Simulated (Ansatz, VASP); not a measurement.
# RbH2 in VASP and in Ansatz

The input INCAR:

```
ALGO = Normal ; EDIFF = 1E-6
EDIFFG = -0.01 ; ENCUT = 600
GGA = PE ; IBRION = 2
ISIF = 3 ; ISMEAR = 0
LASPH = T ; LCHARG = F
LREAL = F ; LWAVE = F
NELM = 80 ; NSW = 100
PREC = Accurate ; SIGMA = 0.1
```

File KPOINTS:

```
k-points
0
Gamma
  6 6 6
```

The input POSCAR:

```
RbH2
1.0
    4.0082576271     -4.4470586571      0.0000000000
    4.0082576271      4.4470586571      0.0000000000
    0.0000000000      0.0000000000      6.1672320239
Rb H
2 4
Direct
    0.0000000000      0.5000000000      0.5000000000
    0.5000000000      0.0000000000      0.0000000000
    0.9519112796      0.9519112796      0.2500000000
    0.0480887204      0.0480887204      0.2500000000
    0.0480887204      0.0480887204      0.7500000000
    0.9519112796      0.9519112796      0.7500000000
```

Input for Ansatz:

```yaml
crystal:
  lattice:
    - [4.0082576271, -4.4470586571, 0.0]
    - [4.0082576271, 4.4470586571, 0.0]
    - [0.0, 0.0, 6.1672320239]
  atoms:
    - { symbol: Rb, position: [0.0, 0.5, 0.5] }
    - { symbol: Rb, position: [0.5, 0.0, 0.0] }
    - { symbol: H, position: [0.9519112796, 0.9519112796, 0.25] }
    - { symbol: H, position: [0.0480887204, 0.0480887204, 0.25] }
    - { symbol: H, position: [0.0480887204, 0.0480887204, 0.75] }
    - { symbol: H, position: [0.9519112796, 0.9519112796, 0.75] }
basis:
  ecutwfc: 420
kpoints:
  mp_grid: { grid: [6, 6, 6] }
hamiltonian:
  xc: pbe
scf:
  occupations: { method: gaussian, width: 0.1 }
output:
  forces: true
  stress: true
  eigenvalues: true
  write_density: true
  write_potential: true
  elf: true
  volumetric_format: npy
relax:
  adjacent_minimum: "off"
  f_tol: 0.01
  max_steps: 80
  cell: { stress_tol: 0.05 }
```

Alike in both runs: task relaxation of cell and atoms; functional PBE; k mesh 6 × 6 × 6; occupations gaussian, width 0.1 eV; no spin polarisation.

|  | VASP | Ansatz |
| --- | --- | --- |
| version | VASP 6.6.1 | Ansatz 0.2.0 |
| potentials or method | VASP PAW PBE potentials, release 64 (Rb_sv, H), cutoff 600 eV | scalar-relativistic, plane waves, PAW |
| valence electrons in the cell | 22 | 22 |

VASP gave:

| Property | Result |
| --- | --- |
| gap on the k mesh at the Fermi level, each at its own relaxed structure (eV) | none |
| relaxed volume (Å³/atom) | 35.35 |
| relaxed cell length with the largest relative difference (Å) | 6.432 |

**Question.** Which values does Ansatz return?

**Answer.** gap on the k mesh at the Fermi level, each at its own relaxed structure (eV): none; relaxed volume (Å³/atom): 35.86; relaxed cell length with the largest relative difference (Å): 6.488.

A gap of «none» marks a metal or a gap that the smearing closes.
